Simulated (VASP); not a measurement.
# Si2C3 (P4mm) in VASP: single point with PBE

Aim: the single point of Si2C3 with PBE.

All numbers are computed with VASP 6.6.1; they aren't measurements. Logs are shortened: lines on timing, memory, paths and dates and some standing lists are left out, and cuts for length are marked.

## 1. The cell of the first run

The structure is tetragonal, space group P4mm (No. 99). The conventional cell has a = 2.929 Å, b = 2.929 Å, c = 5.449 Å, α = 90.00°, β = 90.00°, γ = 90.00°. Within 2.4 Å of Si (site symmetry 4mm) lie 5 C at 1.80 to 1.92 Å. Si (site symmetry 4mm) has 8 C at 2.18 to 2.22 Å within 2.9 Å. C (site symmetry 2mm) has 4 Si at 1.92 to 2.18 Å and 4 C at 2.07 Å within 2.5 Å. Within 2.4 Å of C (site symmetry 4mm) lie 5 Si at 1.80 to 2.22 Å.

## 2. Single point, PBE

Contents of INCAR:

```
SYSTEM = Si2C3
PREC = Accurate
ENCUT = 600
EDIFF = 1E-6
ISMEAR = 0
SIGMA = 0.2
LREAL = .False.
LASPH = .True.
NELM = 120
ALGO = Normal
ISIF = 2
LWAVE = .False.
LCHARG = .True.
GGA = PE
LELF = .True.
LVHAR = .True.
NBANDS = 18
GGA_COMPAT = .False.
```

Contents of KPOINTS:

```
regular mesh
0
Gamma
  5 5 3
  0 0 0
```

Contents of POSCAR:

```
Si2C3
1.0
    2.9292301022      0.0000000000      0.0000000000
    0.0000000000      2.9292301022      0.0000000000
    0.0000000000      0.0000000000      5.4488183277
Si C
2 3
Direct
    0.0000000000      0.0000000000      0.7247334488
    0.5000000000      0.5000000000      0.2489284207
    0.5000000000      0.0000000000      0.9513803023
    0.0000000000      0.5000000000      0.9513803023
    0.0000000000      0.0000000000      0.3935774459
```

Potentials or basis: VASP PAW PBE potentials, release 64 (Si, C).

Launch:

```
$ cat potpaw_PBE.64/Si/POTCAR potpaw_PBE.64/C/POTCAR > POTCAR
$ mpirun -np 1 vasp_std > vasp.out
```

OUTCAR:

```text
SYSTEM = Si2C3
   PREC = Accurate
   ENCUT = 600
   EDIFF = 1E-6
   ISMEAR = 0
   LREAL = .False.
   LASPH = .True.
   NELM = 120
   ISIF = 2
   GGA = PE

 ion  position               nearest neighbor table
   1  0.000  0.000  0.725-   5 1.80   4 1.92   3 1.92   4 1.92   3 1.92
   2  0.500  0.500  0.249-   3 2.18   4 2.18   3 2.18   4 2.18   5 2.22   5 2.22   5 2.22   5 2.22

   3  0.500  0.000  0.951-   1 1.92   1 1.92   2 2.18   2 2.18
   4  0.000  0.500  0.951-   1 1.92   1 1.92   2 2.18   2 2.18
   5  0.000  0.000  0.394-   1 1.80   2 2.22   2 2.22   2 2.22   2 2.22

  LATTYP: Found a simple tetragonal cell.
 ALAT       =     2.9292301022
 C/A-ratio  =     1.8601537392

  Lattice vectors:

 A1 = (   2.9292301022,   0.0000000000,   0.0000000000)
 A2 = (   0.0000000000,   2.9292301022,   0.0000000000)
 A3 = (   0.0000000000,   0.0000000000,   5.4488183277)

Analysis of symmetry for initial positions (statically):
=====================================================================
 Subroutine PRICEL returns:
 Original cell was already a primitive cell.

 Routine SETGRP: Setting up the symmetry group for a
 simple tetragonal supercell.

 Subroutine GETGRP returns: Found  8 space group operations
 (whereof  8 operations were pure point group operations)
 out of a pool of 16 trial point group operations.

The static configuration has the point symmetry C_4v.

Analysis of symmetry for dynamics (positions and initial velocities):
=====================================================================
 Subroutine PRICEL returns:
 Original cell was already a primitive cell.

 Routine SETGRP: Setting up the symmetry group for a
 simple tetragonal supercell.

 Subroutine GETGRP returns: Found  8 space group operations
 (whereof  8 operations were pure point group operations)
 out of a pool of 16 trial point group operations.

The dynamic configuration has the point symmetry C_4v.

 Subroutine INISYM returns: Found  8 space group operations
 (whereof  8 operations are pure point group operations),
 and found     1 'primitive' translations

----------------------------------------------------------------------------------------

                                     Primitive cell

[... 81 lines left out ...]
   ENCUT  =  600.0 eV  44.10 Ry    6.64 a.u.   5.85  5.85 10.88*2*pi/ulx,y,z
   NELM   =    120;   NELMIN=  2; NELMDL= -5     # of ELM steps
   EDIFF  = 0.1E-05   stopping-criterion for ELM
   LREAL  =      F    real-space projection
   EDIFFG = 0.1E-04   stopping-criterion for IOM
   NSW    =      0    number of steps for IOM
   IBRION =     -1    ionic relax: 0-MD 1-quasi-New 2-CG
   NFREE  =      0    steps in history (QN), initial steepest desc. (CG)
   ISIF   =      2    stress and relaxation
   ISYM   =      2    0-nonsym 1-usesym 2-fastsym
   POTIM  = 0.5000    time-step for ionic-motion
   TEBEG  =    0.0;   TEEND  =   0.0 temperature during run
   PSTRESS=    0.0 pullay stress
   NELECT =      20.0000    total number of electrons
   NUPDOWN=      -1.0000    fix difference up-down
   EMIN   =  10.00;   EMAX   =-10.00  energy-range for DOS
   EFERMI =   0.00;   METHOD = LEGACY
   ISMEAR =     0;   SIGMA  =   0.20  broadening in eV -4-tet -1-fermi 0-gaus
   EFERMI_NEDOS =   21; number of points for ismear=-14 and -15
   IALGO  =     38    algorithm
   IMIX   =      4    mixing-type and parameters
     AMIX     =   0.40;   BMIX     =  1.00
     AMIX_MAG =   1.60;   BMIX_MAG =  1.00
  volume/ion in A,a.u.               =       9.35        63.10
  Fermi-wavevector in a.u.,A,eV,Ry     =   1.233526  2.331027 20.702448  1.521587
  Thomas-Fermi vector in A             =   2.368253
   LORBIT       =      0    0 simple, 1 ext, 2 COOP (PROOUT), +10 PAW based schemes
   GGA     = PE    functional components
   LHFCALC =     F    Hartree Fock is set to
   AEXX    =    0.0000 exact exchange contribution
   IVDW    =     0    specifies the selected vdW correction
   LEPSILON=     F    determine dielectric tensor
   LRPA    =     F    only Hartree local field effects (RPA)
 non-spin polarized calculation
 Gauss-broadening in eV      SIGMA  =   0.20
  energy-cutoff  :      600.00
  volume of cell :       46.75
 maximum number of plane-waves:      1578
 NGX is ok and might be reduce to    24
   NGX = 11   NGY = 11   NGZ = 21

 number of electron      20.0000000 magnetization

 Free energy of the ion-electron system (eV)
  ---------------------------------------------------
  ext. energy  EPLUGINS =         0.00000000
  ---------------------------------------------------
  free energy    TOTEN  =       -30.83892318 eV

  energy without entropy =      -30.79671247  energy(sigma->0) =      -30.81781782

 E-fermi :   9.3068     XC(G=0): -11.8576

 val. band max:        9.3005990496   @ k =   0.4000   0.0000   0.3333
 cond. band min:       9.4358916934   @ k =   0.0000   0.0000   0.3333
 fundamental gap:      0.1352926438
 Fermi energy:         9.3068419125

 k-point     1 :       0.0000    0.0000    0.0000
  band No.  band energies     occupation
      1      -8.6783      2.00000
      2      -3.9725      2.00000
      3      -1.7974      2.00000
      4       4.0554      2.00000
      5       4.0554      2.00000
      6       4.6399      2.00000
[... 229 lines left out ...]
      5       1.7871      2.00000
      6       2.8287      2.00000
[... 10 lines left out ...]
     17      16.8171      0.00000
     18      18.1603      0.00000

------------------------ aborting loop because EDIFF is reached ----------------------------------------

  FORCE on cell =-STRESS in cart. coord.  units (eV):
  Direction    XX          YY          ZZ          XY          YZ          ZX
  --------------------------------------------------------------------------------------
  -------------------------------------------------------------------------------------
  Total       -0.0265563     -0.0265563      0.0664501      0.0000000      0.0000000      0.0000000
  in kB       -0.9100559     -0.9100559      2.2771782      0.0000000      0.0000000      0.0000000
  external PRESSURE =       0.1523555 kB  Pullay stress =       0.0000000 kB

 VOLUME and BASIS-vectors are now :
 -----------------------------------------------------------------------------
  energy-cutoff  :      600.00
  volume of cell :       46.75
      direct lattice vectors                 reciprocal lattice vectors
     2.929230102  0.000000000  0.000000000     0.341386632  0.000000000  0.000000000
     0.000000000  2.929230102  0.000000000     0.000000000  0.341386632  0.000000000
     0.000000000  0.000000000  5.448818328     0.000000000  0.000000000  0.183526031

 POSITION                                       TOTAL-FORCE (eV/Angst)
 -----------------------------------------------------------------------------------
      0.00000      0.00000      3.94894         0.000000     -0.000000      0.089939
      1.46462      1.46462      1.35637         0.000000      0.000000     -0.008183
      1.46462      0.00000      5.18390         0.000000     -0.000000     -0.029166
      0.00000      1.46462      5.18390         0.000000     -0.000000     -0.029166
      0.00000      0.00000      2.14453         0.000000     -0.000000     -0.023423
 -----------------------------------------------------------------------------------
    total drift:                                0.000000      0.000000      0.000003

  FREE ENERGIE OF THE ION-ELECTRON SYSTEM (eV)
  ---------------------------------------------------
  free  energy   TOTEN  =       -30.8389231786 eV

  energy  without entropy=      -30.7967124681  energy(sigma->0) =      -30.81781782
```

Wall time 9.9 s (1 thread of Intel Xeon Platinum 8375C at 2.90GHz (Ice Lake), shared host); peak memory 0.16 GiB.

What came out:

```yaml
Free_energy: -30.8389 eV
Pressure: 0.0 GPa
Largest_force: 0.090 eV/Å
Band_gap_on_the_k_mesh: zero (band 10 reaches 9.57 eV, above the bottom of band 11 at 8.11 eV)
```

Forces on the atoms (eV/Å):
```
Si   0.000  0.000  0.090
Si   0.000  0.000 -0.008
C    0.000  0.000 -0.029
C    0.000  0.000 -0.029
C    0.000  0.000 -0.023
```

Caveat: the k points lie up to 0.43 Å⁻¹ apart.
